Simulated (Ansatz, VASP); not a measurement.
# Sb in VASP and in Ansatz

```
Sb
1.0
     1.86993   -2.24761    0.00000
     1.86993    2.24761    0.00000
     0.00000    0.00000    3.68567
Sb
1
Direct
  0.00000 0.00000 0.00000
```

Alike in both runs: task relaxation of cell and atoms; functional PBE; k mesh 6 × 6 × 6; occupations gaussian, width 0.1 eV; no spin polarisation.

|  | VASP | Ansatz |
| --- | --- | --- |
| version | VASP 6.6.1 | Ansatz 0.2.0 |
| potentials or method | VASP PAW PBE potentials, release 64 (Sb_d_GW), cutoff 500 eV | scalar-relativistic, plane waves, PAW |
| valence electrons in the cell | 15 | 15 |

VASP gave:

| Quantity | Value |
| --- | --- |
| gap on the k mesh at the Fermi level, each at its own relaxed structure (eV) | none |
| relaxed volume (Å³/atom) | 30.41 |
| relaxed length of the cell vector where the two differ most in proportion (Å) | 3.136 |

What did Ansatz give for the same quantities?

gap on the k mesh at the Fermi level, each at its own relaxed structure (eV): none; relaxed volume (Å³/atom): 30.42; relaxed length of the cell vector where the two differ most in proportion (Å): 3.184.

A gap of «none» marks a metal or a gap that the smearing closes.

The k mesh is coarse, so the values compare programs but aren't converged. Spin-orbit coupling is off throughout.
